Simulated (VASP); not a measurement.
# Cu (P2_1/m) in VASP: single point with LDA

Aim: the single point of Cu with LDA.

All numbers are computed with VASP 6.6.1; they aren't measurements. Logs are shortened: lines on timing, memory, paths and dates and some standing lists are left out, and cuts for length are marked.

### Step 1. The cell of the first run

It takes space group P2_1/m (No. 11, monoclinic). The conventional cell has a = 3.242 Å, b = 4.138 Å, c = 5.510 Å, α = 90.00°, β = 105.91°, γ = 90.00°. Within 3.3 Å of Cu (site symmetry m) lie 4 Cu at 2.53 to 3.24 Å.

### Step 2. Single point, LDA

INCAR

```
ALGO = Normal
EDIFF = 1E-6
ENCUT = 600
GGA = CA
GGA_COMPAT = F
ISIF = 2
ISMEAR = 1
LASPH = T
LCHARG = F
LREAL = F
LWAVE = F
NBANDS = 18
NELM = 120
PREC = Accurate
SIGMA = 0.1
```

KPOINTS

```
k-points
0
Gamma
  7 6 5
```

POSCAR

```
Cu
1.0
    3.2421890000      0.0000000000      0.0000000000
    0.0000000000      4.1382160000      0.0000000000
   -1.5103620000      0.0000000000      5.2984990000
Cu
2
Direct
    0.0592170000      0.7500000000      0.6376970000
    0.9407830000      0.2500000000      0.3623030000
```

Potentials or basis: VASP PAW LDA potentials, release 64 (Cu).

Started as:

```
$ cat potpaw_LDA.64/Cu/POTCAR > POTCAR
$ mpirun -np 1 vasp_std > vasp.out
```

OUTCAR:

```text
EDIFF = 1E-6
   ENCUT = 600
   GGA = CA
   ISIF = 2
   ISMEAR = 1
   LASPH = T
   LREAL = F
   NELM = 120
   PREC = Accurate

 ion  position               nearest neighbor table
   1  0.059  0.750  0.638-   2 2.53   2 2.53
   2  0.941  0.250  0.362-   1 2.53   1 2.53

  LATTYP: Found a simple monoclinic cell.
 ALAT       =     3.2421890000
 B/A-ratio  =     1.2763648264
 C/A-ratio  =     1.6993343238
 COS(beta)  =    -0.2741346248

  Lattice vectors:

 A1 = (   3.2421890000,   0.0000000000,   0.0000000000)
 A2 = (   0.0000000000,   4.1382160000,   0.0000000000)
 A3 = (  -1.5103620000,   0.0000000000,   5.2984990000)

Analysis of symmetry for initial positions (statically):
=====================================================================
 Subroutine PRICEL returns:
 Original cell was already a primitive cell.

 Routine SETGRP: Setting up the symmetry group for a
 simple monoclinic supercell.

 Subroutine GETGRP returns: Found  4 space group operations
 (whereof  2 operations were pure point group operations)
 out of a pool of  4 trial point group operations.

The static configuration has the point symmetry S_2 .
 The point group associated with its full space group is C_2h.

Analysis of symmetry for dynamics (positions and initial velocities):
=====================================================================
 Subroutine PRICEL returns:
 Original cell was already a primitive cell.

 Routine SETGRP: Setting up the symmetry group for a
 simple monoclinic supercell.

 Subroutine GETGRP returns: Found  4 space group operations
 (whereof  2 operations were pure point group operations)
 out of a pool of  4 trial point group operations.

The dynamic configuration has the point symmetry S_2 .
 The point group associated with its full space group is C_2h.

 Subroutine INISYM returns: Found  4 space group operations
 (whereof  2 operations are pure point group operations),
 and found     1 'primitive' translations

----------------------------------------------------------------------------------------

                                     Primitive cell

  volume of cell :      71.0893

  direct lattice vectors                    reciprocal lattice vectors
     3.242189000  0.000000000  0.000000000     0.308433592  0.000000000  0.087920443
     0.000000000  4.138216000  0.000000000     0.000000000  0.241650025  0.000000000
    -1.510362000  0.000000000  5.298499000     0.000000000  0.000000000  0.188732696

  length of vectors
     3.242189000  4.138216000  5.509563052     0.320719948  0.241650025  0.188732696

  position of ions in fractional coordinates (direct lattice)
     0.059217000  0.750000000  0.637697000
     0.940783000  0.250000000  0.362303000

  ion indices of the primitive-cell ions
   primitive index   ion index
                 1           1
                 2           2

----------------------------------------------------------------------------------------

 KPOINTS: k-points

Automatic generation of k-mesh.
 Grid dimensions read from file:
 generate k-points for:    7    6    5

 Generating k-lattice:

  Cartesian coordinates                     Fractional coordinates (reciprocal lattice)
     0.044061942  0.000000000  0.012560063     0.142857143  0.000000000 -0.000000000
     0.000000000  0.040275004  0.000000000     0.000000000  0.166666667  0.000000000
     0.000000000  0.000000000  0.037746539     0.000000000  0.000000000  0.200000000

  Length of vectors
     0.045817135  0.040275004  0.037746539

  Shift w.r.t. Gamma in fractional coordinates (k-lattice)
     0.000000000  0.000000000  0.000000000

 Subroutine IBZKPT returns following result:
 ===========================================

 Found     72 irreducible k-points:

 Following reciprocal coordinates:
            Coordinates               Weight
  0.000000  0.000000  0.000000      1.000000
  0.142857  0.000000  0.000000      2.000000
  0.285714  0.000000  0.000000      2.000000
  0.428571  0.000000  0.000000      2.000000
  0.000000  0.166667  0.000000      2.000000
  0.142857  0.166667  0.000000      4.000000
[... 16 lines left out ...]
 -0.142857  0.000000  0.200000      2.000000
  0.000000  0.166667  0.200000      4.000000
 [... further k-points ...]
   k-points           NKPTS =     72   k-points in BZ     NKDIM =     72   number of bands    NBANDS=     18
   number of dos      NEDOS =    301   number of ions     NIONS =      2
   total plane-waves  NPLWV =  48384
   dimension x,y,z NGX =    28 NGY =   36 NGZ =   48
   dimension x,y,z NGXF=    56 NGYF=   72 NGZF=   96
   ions per type =               2
   NGX,Y,Z   is equivalent  to a cutoff of  14.36, 14.46, 14.48 a.u.
   NGXF,Y,Z  is equivalent  to a cutoff of  28.71, 28.92, 28.97 a.u.
 SYSTEM =  unknown system
   PREC   = accura    normal or accurate (medium, high low for compatibility)
   ISTART =      0    job   : 0-new  1-cont  2-samecut
   ICHARG =      2    charge: 1-file 2-atom 10-const
   ISPIN  =      1    spin polarized calculation?
   LNONCOLLINEAR =      F non collinear calculations
   LSORBIT =      F    spin-orbit coupling
   LASPH  =      T    aspherical Exc in radial PAW
   ENCUT  =  600.0 eV  44.10 Ry    6.64 a.u.   6.48  8.27 11.00*2*pi/ulx,y,z
   NELM   =    120;   NELMIN=  2; NELMDL= -5     # of ELM steps
   EDIFF  = 0.1E-05   stopping-criterion for ELM
   LREAL  =      F    real-space projection
   EDIFFG = 0.1E-04   stopping-criterion for IOM
   NSW    =      0    number of steps for IOM
   IBRION =     -1    ionic relax: 0-MD 1-quasi-New 2-CG
   NFREE  =      0    steps in history (QN), initial steepest desc. (CG)
   ISIF   =      2    stress and relaxation
   ISYM   =      2    0-nonsym 1-usesym 2-fastsym
   POTIM  = 0.5000    time-step for ionic-motion
   TEBEG  =    0.0;   TEEND  =   0.0 temperature during run
   PSTRESS=    0.0 pullay stress
   NELECT =      22.0000    total number of electrons
   NUPDOWN=      -1.0000    fix difference up-down
   EMIN   =  10.00;   EMAX   =-10.00  energy-range for DOS
   EFERMI =   0.00;   METHOD = LEGACY
   ISMEAR =     1;   SIGMA  =   0.10  broadening in eV -4-tet -1-fermi 0-gaus
   EFERMI_NEDOS =   21; number of points for ismear=-14 and -15
   IALGO  =     38    algorithm
   IMIX   =      4    mixing-type and parameters
     AMIX     =   0.40;   BMIX     =  1.00
     AMIX_MAG =   1.60;   BMIX_MAG =  1.00
  volume/ion in A,a.u.               =      35.54       239.87
  Fermi-wavevector in a.u.,A,eV,Ry     =   1.107340  2.092569 16.683486  1.226202
  Thomas-Fermi vector in A             =   2.243853
   LORBIT       =      0    0 simple, 1 ext, 2 COOP (PROOUT), +10 PAW based schemes
   GGA     = CA    functional components
   LHFCALC =     F    Hartree Fock is set to
   AEXX    =    0.0000 exact exchange contribution
   IVDW    =     0    specifies the selected vdW correction
   LEPSILON=     F    determine dielectric tensor
   LRPA    =     F    only Hartree local field effects (RPA)
 non-spin polarized calculation
 Methfessel and Paxton  Order N= 1 SIGMA  =   0.10
  energy-cutoff  :      600.00
  volume of cell :       71.09
 maximum number of plane-waves:      2400
 NGX is ok and might be reduce to    28
   NGX = 13   NGY = 17   NGZ = 21

 number of electron      22.0000009 magnetization

 Free energy of the ion-electron system (eV)
  ---------------------------------------------------
  ext. energy  EPLUGINS =         0.00000000
  ---------------------------------------------------
  free energy    TOTEN  =        -4.91012038 eV

  energy without entropy =       -4.90996203  energy(sigma->0) =       -4.91006760

 E-fermi :  -0.7530     XC(G=0):  -7.5058

 val. band max:       -0.7633551773   @ k =  -0.4286   0.3333   0.2000
 cond. band min:      -0.7494870350   @ k =  -0.2857   0.5000   0.4000
 fundamental gap:      0.0138681423
 Fermi energy:        -0.7529867451

 k-point     1 :       0.0000    0.0000    0.0000
  band No.  band energies     occupation
      1      -4.8362      2.00000
      2      -2.8200      2.00000
      3      -2.7640      2.00000
      4      -2.7040      2.00000
      5      -2.3234      2.00000
      6      -2.2769      2.00000
[... 10 lines left out ...]
     17      10.0262      0.00000
     18      11.0088      0.00000

 k-point     2 :       0.1429    0.0000    0.0000
  band No.  band energies     occupation
      1      -4.5521      2.00000
      2      -2.8104      2.00000
      3      -2.7421      2.00000
      4      -2.6395      2.00000
      5      -2.3435      2.00000
      6      -2.2203      2.00000
[... 10 lines left out ...]
     17       9.5140      0.00000
     18      10.1220      0.00000

 k-point     3 :       0.2857    0.0000    0.0000
  band No.  band energies     occupation
      1      -3.8204      2.00000
      2      -2.7866      2.00000
      3      -2.6908      2.00000
      4      -2.4844      2.00000
      5      -2.4364      2.00000
      6      -2.2135      2.00000
[... 10 lines left out ...]
     17       7.7174      0.00000
     18      10.5161      0.00000

 k-point     4 :       0.4286    0.0000    0.0000
  band No.  band energies     occupation
      1      -3.2432      2.00000
      2      -2.7610      2.00000
      3      -2.6463      2.00000
      4      -2.5945      2.00000
      5      -2.4364      2.00000
      6      -2.2181      2.00000
[... 10 lines left out ...]
     17       9.0337      0.00000
     18       9.7348      0.00000

 k-point     5 :       0.0000    0.1667    0.0000
  band No.  band energies     occupation
      1      -4.5966      2.00000
      2      -2.8970      2.00000
      3      -2.6852      2.00000
      4      -2.6043      2.00000
      5      -2.3527      2.00000
      6      -2.2885      2.00000
[... 10 lines left out ...]
     17       8.9125      0.00000
     18       9.6257      0.00000

 k-point     6 :       0.1429    0.1667    0.0000
  band No.  band energies     occupation
      1      -4.3160      2.00000
      2      -2.8817      2.00000
      3      -2.6234      2.00000
      4      -2.5951      2.00000
      5      -2.3586      2.00000
      6      -2.2374      2.00000
[... 10 lines left out ...]
     17       8.7408      0.00000
     18       9.3511      0.00000

 k-point     7 :       0.2857    0.1667    0.0000
  band No.  band energies     occupation
      1      -3.6126      2.00000
      2      -2.8480      2.00000
      3      -2.5905      2.00000
      4      -2.4769      2.00000
      5      -2.4553      2.00000
      6      -2.2009      2.00000
[... 10 lines left out ...]
     17       8.2656      0.00000
     18       9.3231      0.00000

 k-point     8 :       0.4286    0.1667    0.0000
  band No.  band energies     occupation
      1      -3.1117      2.00000
      2      -2.8205      2.00000
      3      -2.6418      2.00000
      4      -2.5060      2.00000
      5      -2.4871      2.00000
      6      -2.1702      2.00000
[... 10 lines left out ...]
     17       8.5445      0.00000
     18       9.1714      0.00000
[... 229 lines left out ...]
     17       8.5972      0.00000
     18       9.3556      0.00000

 k-point    20 :       0.4286    0.0000    0.2000
  band No.  band energies     occupation
      1      -3.1937      2.00000
      2      -2.7601      2.00000
      3      -2.6415      2.00000
      4      -2.5922      2.00000
      5      -2.4333      2.00000
      6      -2.2364      2.00000
[... 10 lines left out ...]
     17       8.8150      0.00000
     18       9.9993      0.00000

 k-point    21 :      -0.4286    0.0000    0.2000
  band No.  band energies     occupation
      1      -3.2634      2.00000
      2      -2.7602      2.00000
      3      -2.6479      2.00000
      4      -2.5949      2.00000
      5      -2.4363      2.00000
      6      -2.2203      2.00000
[... 10 lines left out ...]
     17       8.7298      0.00000
     18      10.6476      0.00000

 k-point    22 :      -0.2857    0.0000    0.2000
  band No.  band energies     occupation
      1      -3.8497      2.00000
      2      -2.7863      2.00000
      3      -2.6923      2.00000
      4      -2.4842      2.00000
      5      -2.4369      2.00000
      6      -2.2190      2.00000
[... 10 lines left out ...]
     17       7.5723      0.00000
     18      10.9020      0.00000

 k-point    23 :      -0.1429    0.0000    0.2000
  band No.  band energies     occupation
      1      -4.5118      2.00000
      2      -2.8085      2.00000
      3      -2.7388      2.00000
      4      -2.6398      2.00000
      5      -2.3431      2.00000
      6      -2.2283      2.00000
[... 10 lines left out ...]
     17       9.4719      0.00000
     18       9.7071      0.00000

 k-point    24 :       0.0000    0.1667    0.2000
  band No.  band energies     occupation
      1      -4.4831      2.00000
      2      -2.8953      2.00000
      3      -2.6872      2.00000
      4      -2.5982      2.00000
      5      -2.3626      2.00000
      6      -2.2881      2.00000
[... 10 lines left out ...]
     17       9.4739      0.00000
     18      10.5935      0.00000

 [... further k-points ...]
[... 5 lines left out ...]
  --------------------------------------------------------------------------------------
  -------------------------------------------------------------------------------------
  Total       -4.0739077     -4.4593534     -2.7305898      0.0000000      0.0000000     -0.0035118
  in kB      -91.8158018   -100.5027943    -61.5407393      0.0000000      0.0000000     -0.0791471
  external PRESSURE =     -84.6197785 kB  Pullay stress =       0.0000000 kB

 VOLUME and BASIS-vectors are now :
 -----------------------------------------------------------------------------
  energy-cutoff  :      600.00
  volume of cell :       71.09
      direct lattice vectors                 reciprocal lattice vectors
     3.242189000  0.000000000  0.000000000     0.308433592  0.000000000  0.087920443
     0.000000000  4.138216000  0.000000000     0.000000000  0.241650025  0.000000000
    -1.510362000  0.000000000  5.298499000     0.000000000  0.000000000  0.188732696

 POSITION                                       TOTAL-FORCE (eV/Angst)
 -----------------------------------------------------------------------------------
     -0.77116      3.10366      3.37884         0.005294      0.000000     -1.104627
      2.50299      1.03455      1.91966        -0.005294      0.000000      1.104627
 -----------------------------------------------------------------------------------
    total drift:                                0.000000      0.000000     -0.000000

  FREE ENERGIE OF THE ION-ELECTRON SYSTEM (eV)
  ---------------------------------------------------
  free  energy   TOTEN  =        -4.9101203836 eV

  energy  without entropy=       -4.9099620337  energy(sigma->0) =       -4.91006760
```

Run time: 1.7 min. Hardware: 1 thread of AMD EPYC 7R43 (Zen 3), shared host; peak memory 0.18 GiB.

What came out:

```
Free energy            : -4.9101 eV
Pressure               : -8.5 GPa
Largest force          : 1.105 eV/Å
Band gap on the k mesh : zero (bands 11 and 12 overlap by 2.01 eV)
```

Forces in eV/Å, atoms in the order of the input:
```
Cu   0.005  0.000 -1.105
Cu  -0.005  0.000  1.105
```

Caveat: the cell stands under tension; forces of over 1 eV/Å act on the atoms, so gaps and moduli don't describe the material at rest.
